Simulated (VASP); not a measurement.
A run of VASP 6.6.1 is set up as follows.

INCAR

```
ALGO     = Normal         # electronic algorithm
EDIFF    = 1E-6           # SCF threshold, eV
ENCUT    = 520            # plane-wave cutoff, eV
GGA      = PE             # functional
ISIF     = 2              # what is computed and relaxed
ISMEAR   = -1             # smearing method
LASPH    = T              # aspherical terms in the spheres
LCHARG   = F              # write CHGCAR
LREAL    = F              # projectors in reciprocal space
LWAVE    = F              # write WAVECAR
NBANDS   = 16             # bands
NELM     = 60             # most SCF steps
PREC     = Accurate       # precision mode
SIGMA    = 0.02           # smearing width, eV
```

The input KPOINTS:

```
k-points
0
Gamma
  8 8 6
```

The input POSCAR:

```
Mg2SO
1.0
    3.4083939418      0.0608398319      0.0000000000
    0.0608398319      3.4083939418      0.0000000000
    0.0000000000      0.0000000000      4.7611186746
O Mg S
1 2 1
Direct
    0.0000000000      0.0000000000      0.0000000000
    0.0000000000      0.0000000000      0.5000000000
    0.5000000000      0.5000000000      0.0000000000
    0.5000000000      0.5000000000      0.5000000000
```

Potentials or basis: VASP PAW PBE potentials, release 64 (O, Mg, S).

Command:

```sh
$ cat potpaw_PBE.64/O/POTCAR potpaw_PBE.64/Mg/POTCAR potpaw_PBE.64/S/POTCAR > POTCAR
$ mpirun -np 1 vasp_std > vasp.out
```

**Question.** Estimate the band gap on the k mesh.

**Answer.** 3.12 eV, direct.

**Question.** What does it give for the pressure?

**Answer.** 2.2 GPa.

Stress tensor (GPa, compression positive):
```
 2.26 -2.29  0.00
-2.29  2.26  0.00
 0.00  0.00  2.16
```

Caveat: the cell differs from its parent crystal (shear xy strain +3.6%). A k mesh can miss the band edges.
